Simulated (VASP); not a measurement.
Wanted: the native input for a VASP 6.6.1 run.

```
Task                   : single point
Functional             : PBE
Dispersion             : D3(BJ)
Potentials or basis    : VASP PAW PBE potentials, release 64 (As)
Cutoff                 : 520 eV
k mesh                 : 9 × 9 × 1
Occupations            : gaussian, width 0.05 eV
Spin                   : no spin polarisation
Dipole correction      : yes
Further INCAR settings : ALGO = Normal; EDIFF = 1e-07; NBANDS = 12
```

The structure of As lies in POSCAR:

```
As
1.0
    3.5704865906      0.0000000000      0.0000000000
   -1.7852432953      3.0921320914      0.0000000000
    0.0000000000      0.0000000000     19.3981243213
As
2
Direct
    0.3333333333      0.6666666667      0.4639623837
    0.6666666667      0.3333333333      0.5360376163
```

One way to write it, as run:

INCAR

```
PREC = Accurate
ENCUT = 520
EDIFF = 1E-7
ISMEAR = 0
SIGMA = 0.05
LREAL = F
LASPH = T
NELM = 100
ALGO = Normal
ISIF = 2
LWAVE = F
LCHARG = F
LDIPOL = T
IDIPOL = 3
DIPOL = 0.5 0.5 0.500
GGA = PE
IVDW = 12
NBANDS = 12
```

KPOINTS

```
regular mesh
0
Gamma
  9 9 1
```

Potentials or basis: VASP PAW PBE potentials, release 64 (As).

Command:

```sh
$ cat potpaw_PBE.64/As/POTCAR > POTCAR
$ mpirun -np 1 vasp_std > vasp.out
```

Results of the run:

| Item | Value |
| --- | --- |
| Largest force | 0.088 eV/Å |
| Band gap on the k mesh | 1.55 eV, indirect (least direct gap 2.04 eV) |
| Dispersion energy per atom | -0.212 eV |

It took 63 s on 1 thread of Intel(R) Xeon(R) Platinum 8259CL CPU @ 2.50GHz (Skylake/Cascade Lake) (shared host), peak memory 0.32 GiB.
